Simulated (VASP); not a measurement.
Wanted: the native input for a VASP 6.6.1 run.

```
Task                   : single point
Functional             : PBE
Potentials or basis    : VASP PAW PBE potentials, release 64 (Te, Mo_sv)
Cutoff                 : 520 eV
k mesh                 : 6 × 6 × 2
Occupations            : gaussian, width 0.1 eV
Spin                   : no spin polarisation
Dipole correction      : no
Further INCAR settings : ALGO = Normal; EDIFF = 1e-06; NBANDS = 35
```

The structure of Te2Mo lies in POSCAR:

```
Te2Mo
1.0
    3.5181997400      0.0000000000      0.0000000000
   -1.7590998700      3.0468503500      0.0000000000
    0.0000000000      0.0000000000     13.9736003900
Te Mo
4 2
Direct
    0.3333333300      0.6666666700      0.6209999900
    0.6666666700      0.3333333300      0.1209999900
    0.3333333300      0.6666666700      0.8790000100
    0.6666666700      0.3333333300      0.3790000100
    0.3333333300      0.6666666700      0.2500000000
    0.6666666700      0.3333333300      0.7500000000
```

One way to write it, as run:

INCAR

```
SYSTEM = Te2Mo
  PREC = Accurate
  ENCUT = 520
  EDIFF = 1E-6
  ISMEAR = 0
  SIGMA = 0.1
  LREAL = .False.
  LASPH = .True.
  NELM = 100
  ALGO = Normal
  ISIF = 2
  LWAVE = .False.
  LCHARG = .False.
  GGA = PE
  NBANDS = 35
```

KPOINTS

```
Automatic mesh
0
Gamma
  6 6 2
  0 0 0
```

Potentials or basis: VASP PAW PBE potentials, release 64 (Te, Mo_sv).

Run with:

```bash
$ cat potpaw_PBE.64/Te/POTCAR potpaw_PBE.64/Mo_sv/POTCAR > POTCAR
$ mpirun -np 1 vasp_std > vasp.out
```

It gave:

```yaml
Pressure: 2.9 GPa
Largest_force: 0.193 eV/Å
Band_gap_on_the_k_mesh: 0.82 eV, indirect (least direct gap 1.04 eV)
```

Caveat: spin-orbit coupling is left out, which moves the levels of the heavy elements; this functional lacks dispersion, which binds the layers, so the pressure and a relaxed spacing across them are unreliable.

It took 110 s on 1 thread of Intel(R) Xeon(R) Platinum 8375C CPU @ 2.90GHz (Ice Lake), with other jobs on the host, peak memory 0.3 GiB.
